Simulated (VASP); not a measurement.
Nb: single point with PBEsol

The system is Nb.

```
Nb
1.0
     2.82946    0.00000    0.00000
    -1.41473    2.45038    0.00000
     0.00000    0.00000   10.40880
Nb
4
Cartesian
  -1.4147 2.4504 10.4088
  -1.4147 2.4504 5.2044
  0.0000 1.6336 2.6022
  1.4147 0.8168 7.8066
```

This isn't the form of Nb at room conditions, which is bcc.

| Quantity | Value |
| --- | --- |
| Program | VASP 6.6.1 |
| Task | single point |
| Functional | PBEsol |
| Potentials or basis | VASP PAW PBE potentials, release 64 (Nb_sv) |
| Cutoff | 520 eV |
| k mesh | 14 × 14 × 4 |
| Occupations | fermi-dirac, width 0.1 eV |
| Spin | no spin polarisation |

```
Pressure               : -0.2 GPa
Band gap on the k mesh : zero (bands 26 and 27 overlap by 1.61 eV)
```

Stress tensor (GPa, compression positive):
```
-0.04  0.00  0.00
 0.00 -0.04  0.00
 0.00  0.00 -0.44
```

Levels at points of the mesh, in eV from the Fermi level:
| k point | band 23 | band 24 | band 25 | band 26 | band 27 | band 28 | band 29 | band 30 |
| --- | --- | --- | --- | --- | --- | --- | --- | --- |
| (0.00, 0.00, 0.00) | -1.06 | 0.27 | 0.27 | 0.39 | 0.39 | 0.51 | 0.57 | 0.57 |
| (0.50, 0.00, 0.00) | -2.29 | -1.32 | 0.09 | 0.40 | 0.79 | 2.31 | 2.33 | 2.52 |
| (0.00, 0.00, 0.50) | -0.38 | -0.38 | 0.34 | 0.34 | 0.34 | 0.34 | 0.61 | 0.61 |
| (0.50, 0.00, 0.50) | -1.48 | -1.48 | 1.05 | 1.05 | 1.20 | 1.20 | 1.57 | 1.57 |

Wall time 85 s on 1 thread of Intel(R) Xeon(R) 6975P-C (Granite Rapids) (shared host), peak memory 0.28 GiB.

Caveat: the PAW data sets were made with another functional, which shifts forces and pressure a little.
